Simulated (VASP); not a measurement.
## Te3O2: single point with PBE

Crystal: Te3O2.

```
CELL_PARAMETERS angstrom
5.18776 0.00000 0.00000
-2.59388 4.49274 0.00000
0.00000 0.00000 4.98267
ATOMIC_POSITIONS crystal
Te 0.50000 0.00000 0.50000
Te 0.00000 0.50000 0.50000
Te 0.50000 0.50000 0.50000
O 0.00000 0.00000 0.21968
O 0.00000 0.00000 0.78032
```

The cell was built from a structure type or drawn by symmetry, and may not be a known phase.

```yaml
Program: VASP 6.6.1
Task: single point
Functional: PBE
Potentials_or_basis: VASP PAW PBE potentials, release 64 (Te, O)
Cutoff: 520 eV
k_mesh: 6 × 6 × 4
Occupations: gaussian, width 0.1 eV
Spin: no spin polarisation
Dipole_correction: no
Further_INCAR_settings: ALGO = Normal; EDIFF = 1e-07; NBANDS = 23
```

```
Pressure               : 19.9 GPa
Largest force          : 0.749 eV/Å
Band gap on the k mesh : zero (bands 15 and 16 overlap by 0.57 eV)
```

Forces on the atoms (eV/Å):
```
Te   0.000  0.000  0.000
Te   0.000  0.000  0.000
Te   0.000  0.000  0.000
O    0.000  0.000 -0.749
O    0.000  0.000  0.749
```

Stress tensor (GPa, compression positive):
```
33.70  0.00  0.00
 0.00 33.70  0.00
 0.00  0.00 -7.63
```

Levels at points of the mesh, in eV from the Fermi level:
| k point | band 13 | band 14 | band 15 | band 16 | band 17 | band 18 |
| --- | --- | --- | --- | --- | --- | --- |
| (0.00, 0.00, 0.00) | -0.60 | -0.60 | 0.38 | 0.38 | 0.89 | 3.41 |
| (0.50, 0.00, 0.00) | -1.13 | -0.40 | 0.00 | 0.66 | 0.88 | 1.12 |
| (0.00, 0.00, 0.50) | -0.86 | -0.05 | -0.05 | 0.04 | 0.04 | 3.82 |
| (0.50, 0.00, 0.50) | -1.10 | -0.89 | -0.55 | -0.12 | 0.86 | 1.18 |

Run time: 69 s on 1 thread of Intel(R) Xeon(R) Platinum 8259CL CPU @ 2.50GHz (Skylake/Cascade Lake) (shared host), peak memory 0.25 GiB.

Caveat: the cell stands under pressure; spin-orbit coupling is left out, which moves the levels of the heavy elements.
